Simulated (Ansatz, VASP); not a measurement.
**Ir: VASP beside Ansatz**

File INCAR:

```
SYSTEM = Ir
PREC     = Accurate       ! precision mode
ENCUT    = 520            ! plane-wave cutoff, eV
EDIFF    = 1E-6           ! SCF threshold, eV
ISMEAR   = 0              ! smearing method
SIGMA    = 0.15           ! smearing width, eV
LREAL    = .FALSE.        ! projectors in reciprocal space
LASPH    = .TRUE.         ! aspherical terms in the spheres
NELM     = 100            ! most SCF steps
ALGO     = Fast           ! electronic algorithm
ISIF     = 2              ! what is computed and relaxed
LWAVE    = .FALSE.        ! write WAVECAR
LCHARG   = .FALSE.        ! write CHGCAR
GGA      = PS             ! functional
NBANDS   = 10             ! bands
```

File KPOINTS:

```
Automatic mesh
0
G
  24 24 24
  0 0 0
```

POSCAR

```
Ir
1.0
    0.0000000000      1.9738042925      1.8158999491
    1.9738042925      0.0000000000      1.8158999491
    1.9738042925      1.9738042925      0.0000000000
Ir
1
Direct
    0.0000000000      0.0000000000      0.0000000000
```

Input for Ansatz:

```yaml
crystal:
  lattice:
    - [0.0, 1.9738042925, 1.8158999491]
    - [1.9738042925, 0.0, 1.8158999491]
    - [1.9738042925, 1.9738042925, 0.0]
  atoms:
    - { symbol: Ir, position: [0.0, 0.0, 0.0] }
basis:
  ecutwfc: 420
kpoints:
  mp_grid: { grid: [24, 24, 24] }
hamiltonian:
  xc: pbesol
scf:
  occupations: { method: gaussian, width: 0.15 }
output:
  forces: true
  stress: true
  eigenvalues: true
```

Alike in both runs: task single point; functional PBEsol; k mesh 24 × 24 × 24; occupations gaussian, width 0.15 eV; no spin polarisation.

|  | VASP | Ansatz |
| --- | --- | --- |
| version | VASP 6.6.1 | Ansatz 0.2.0 |
| potentials or method | VASP PAW PBE potentials, release 64 (Ir), cutoff 520 eV | scalar-relativistic, plane waves, PAW |
| valence electrons in the cell | 9 | 17 |

|  | VASP | Ansatz | Ansatz less VASP |
| --- | --- | --- | --- |
| gap on the k mesh at the Fermi level (eV) | none | none | - |
| pressure (GPa) | -0.6 | -1.1 | -0.56 |
| traceless stress, the component that is largest in VASP (GPa) | 19.46 | 19.50 | +0.041 |

VASP's potentials were made for PBE, not for PBEsol. A gap of «none» marks a metal or a gap that the smearing closes. With one functional, cell and mesh, what is left measures potentials, basis and numerics. VASP's potentials hold 9 valence electrons a cell and Ansatz's 17, so a difference there can come from the potentials and not from the codes.

Neither program's run includes spin-orbit coupling.
